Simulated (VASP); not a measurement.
# Ni3Ge (Pm-3m) in VASP: a series of runs, part 2 of 2

VASP 6.6.1. The steps go on from the part before.

**3. Vibrations by perturbation theory, PBEsol**

This run uses another cell than the first one, of 10.87 Å³/atom.

File INCAR:

```
SYSTEM = Ni3Ge
  PREC = Accurate
  ENCUT = 520
  EDIFF = 1E-8
  ISMEAR = -1
  SIGMA = 0.15
  LREAL = .FALSE.
  LASPH = .TRUE.
  NELM = 80
  ALGO = Fast
  ISIF = 2
  LWAVE = .FALSE.
  LCHARG = .FALSE.
  GGA = PS
  IBRION = 8
  NSW = 1
```

File KPOINTS:

```
regular mesh
0
G
  12 12 12
  0 0 0
```

File POSCAR:

```
Ni3Ge
1.0
    3.5162748726      0.0000000000      0.0000000000
    0.0000000000      3.5162748726      0.0000000000
    0.0000000000      0.0000000000      3.5162748726
Ni Ge
3 1
Direct
    0.5000000000      0.0000000000      0.5000000000
    0.0000000000      0.5000000000      0.5000000000
    0.5000000000      0.5000000000      0.0000000000
    0.0000000000      0.0000000000      0.0000000000
```

Potentials or basis: VASP PAW PBE potentials, release 64 (Ni, Ge_d).

Run with:

```console
$ cat potpaw_PBE.64/Ni/POTCAR potpaw_PBE.64/Ge_d/POTCAR > POTCAR
$ mpirun -np 1 vasp_std > vasp.out
```

OUTCAR:

```text
SYSTEM = Ni3Ge
   PREC = Accurate
   ENCUT = 520
   EDIFF = 1E-8
   ISMEAR = -1
   LREAL = .FALSE.
   LASPH = .TRUE.
   NELM = 80
   ISIF = 2
   GGA = PS
   IBRION = 8
   NSW = 1

 ion  position               nearest neighbor table
   1  0.500  0.000  0.500-   2 2.49   3 2.49   4 2.49   3 2.49   4 2.49   2 2.49   3 2.49   3 2.49
                             2 2.49   4 2.49   4 2.49   2 2.49
   2  0.000  0.500  0.500-   1 2.49   3 2.49   4 2.49   3 2.49   4 2.49   1 2.49   4 2.49   4 2.49
                             1 2.49   3 2.49   3 2.49   1 2.49
   3  0.500  0.500  0.000-   1 2.49   2 2.49   4 2.49   1 2.49   2 2.49   1 2.49   4 2.49   1 2.49
                             2 2.49   4 2.49   2 2.49   4 2.49
   4  0.000  0.000  0.000-   1 2.49   2 2.49   3 2.49   1 2.49   2 2.49   2 2.49   3 2.49   2 2.49
                             1 2.49   3 2.49   1 2.49   3 2.49

  LATTYP: Found a simple cubic cell.
 ALAT       =     3.5162748726

  Lattice vectors:

 A1 = (   3.5162748726,   0.0000000000,   0.0000000000)
 A2 = (   0.0000000000,   3.5162748726,   0.0000000000)
 A3 = (   0.0000000000,   0.0000000000,   3.5162748726)

Analysis of symmetry for initial positions (statically):
=====================================================================
 Subroutine PRICEL returns:
 Original cell was already a primitive cell.

 Routine SETGRP: Setting up the symmetry group for a
 simple cubic supercell.

 Subroutine GETGRP returns: Found 48 space group operations
 (whereof 48 operations were pure point group operations)
 out of a pool of 48 trial point group operations.

The static configuration has the point symmetry O_h .
[... 919 lines left out ...]

 INTERNAL STRAIN TENSOR  FOR ION    4  DIRECTION 1   (eV/Angst):
 -----------------------------------------------------------------------------
    -0.05031  0.00000 -0.00000
    -0.00000  0.00786  0.00000
    -0.00000  0.00000  0.00786

 INTERNAL STRAIN TENSOR FOR ION    4 for displacements in x,y,z  (eV/Angst):
          X           Y           Z          XY          YZ          ZX
  --------------------------------------------------------------------------------
  x     0.00000     0.00000     0.00000     0.00000     0.00000     0.00000
  y     0.00000     0.00000     0.00000     0.00000     0.00000     0.00000
  z     0.00000     0.00000     0.00000     0.00000     0.00000     0.00000

 SECOND DERIVATIVES (NOT SYMMETRIZED)
 ------------------------------------
               1X          1Y          1Z          2X          2Y          2Z          3X          3Y          3Z          4X          4Y          4Z
  1X    -9.188738    0.000000    0.000000    5.759241    0.000000    0.000000   -0.647557    0.000000    0.000000    4.077054    0.000000    0.000000
  1Y     0.000000  -10.703272   -0.000000    0.000000    5.759385    0.000000    0.000000    5.759385    0.000000   -0.000000   -0.815498   -0.000000
  1Z     0.000000    0.000000   -9.188738    0.000000    0.000000   -0.647557    0.000000    0.000000    5.759241    0.000000    0.000000    4.077054
  2X     5.759385   -0.000000    0.000000  -10.703272    0.000000   -0.000000    5.759385    0.000000    0.000000   -0.815498   -0.000000   -0.000000
  2Y     0.000000    5.759241    0.000000    0.000000   -9.188738    0.000000    0.000000   -0.647557    0.000000    0.000000    4.077054    0.000000
  2Z     0.000000    0.000000   -0.647557    0.000000    0.000000   -9.188738    0.000000    0.000000    5.759241    0.000000    0.000000    4.077054
  3X    -0.647557    0.000000    0.000000    5.759241    0.000000    0.000000   -9.188738    0.000000    0.000000    4.077054    0.000000    0.000000
  3Y     0.000000    5.759241    0.000000    0.000000   -0.647557    0.000000    0.000000   -9.188738    0.000000    0.000000    4.077054    0.000000
  3Z    -0.000000    0.000000    5.759385   -0.000000    0.000000    5.759385    0.000000   -0.000000  -10.703272    0.000000   -0.000000   -0.815498
  4X     4.078518   -0.000000    0.000000   -0.815613   -0.000000   -0.000000    4.078518    0.000000    0.000000   -7.341423    0.000000   -0.000000
  4Y    -0.000000   -0.815613   -0.000000   -0.000000    4.078518   -0.000000    0.000000    4.078518   -0.000000    0.000000   -7.341423   -0.000000
  4Z     0.000000    0.000000    4.078518    0.000000    0.000000    4.078518   -0.000000   -0.000000   -0.815613    0.000000    0.000000   -7.341423

 Eigenvectors and eigenvalues of the dynamical matrix
 ----------------------------------------------------

   1 f  =    9.057985 THz    56.913000 2PiTHz  302.141866 cm-1    37.460800 meV
             X         Y         Z           dx          dy          dz
      1.758137  0.000000  1.758137    -0.455614    0.246941   -0.000000
      0.000000  1.758137  1.758137     0.605548   -0.185798    0.000000
      1.758137  1.758137  0.000000    -0.455614   -0.185798   -0.000000
      0.000000  0.000000  0.000000     0.274876    0.112094   -0.000000
[... 71 lines left out ...]
  12 f/i=    0.000515 THz     0.003235 2PiTHz    0.017173 cm-1     0.002129 meV
             X         Y         Z           dx          dy          dz
      1.758137  0.000000  1.758137    -0.362576   -0.301009   -0.118170
      0.000000  1.758137  1.758137    -0.362575   -0.301010   -0.118170
      1.758137  1.758137  0.000000    -0.362576   -0.301010   -0.118170
      0.000000  0.000000  0.000000    -0.403211   -0.334745   -0.131414

--------------------------------------------------------------------------------------------------------

 ELASTIC MODULI CONTR FROM IONIC RELAXATION (kBar)
 Direction    XX          YY          ZZ          XY          YZ          ZX
 --------------------------------------------------------------------------------
 XX           0.0000      0.0000      0.0000      0.0000      0.0000      0.0000
 YY           0.0000      0.0000      0.0000      0.0000      0.0000      0.0000
 ZZ           0.0000      0.0000      0.0000      0.0000      0.0000      0.0000
 XY           0.0000      0.0000      0.0000      0.0000      0.0000      0.0000
 YZ           0.0000      0.0000      0.0000      0.0000      0.0000      0.0000
 ZX           0.0000      0.0000      0.0000      0.0000      0.0000      0.0000
 --------------------------------------------------------------------------------
```

OSZICAR:

```text
N       E                     dE             d eps       ncg     rms          rms(c)
DAV:   1     0.319077351762E+03    0.31908E+03   -0.20725E+04  4548   0.385E+03
DAV:   2     0.127909588685E+02   -0.30629E+03   -0.29948E+03  4370   0.608E+02
DAV:   3    -0.270510615479E+02   -0.39842E+02   -0.38962E+02  4390   0.191E+02
DAV:   4    -0.283898429215E+02   -0.13388E+01   -0.13328E+01  4716   0.406E+01
[... 96 lines left out ...]
RMM:  20    -0.194254598364E+00   -0.18490E-08    0.37976E-07 23941   0.106E-03    0.542E-06
RMM:  21    -0.194254604026E+00   -0.56618E-08    0.38259E-07 24321   0.105E-03    0.561E-06
RMM:  22    -0.194254606660E+00   -0.26338E-08    0.35087E-07 24305   0.104E-03    0.600E-06
RMM:  23    -0.194254609487E+00   -0.28266E-08    0.34913E-07 24466   0.104E-03    0.621E-06
 Linear response finished
```

stdout:

```text
[... 28 lines left out ...]
```

Run time: 57 min. Hardware: 1 thread of Intel Xeon 8259CL, shared host; peak memory 0.8 GiB.

Results:

```yaml
Highest_phonon_frequency_at_Γ: 302 cm⁻¹
```

Phonon frequencies in cm⁻¹ (negative: imaginary):
| q point | frequencies |
| --- | --- |
| (0.000, 0.000, 0.000) | 0 0 0 177 177 177 199 199 199 302 302 302 |

Caveat: the cell stands under pressure or tension, which shifts response properties; the PAW data sets were made with another functional, which shifts forces and pressure a little.
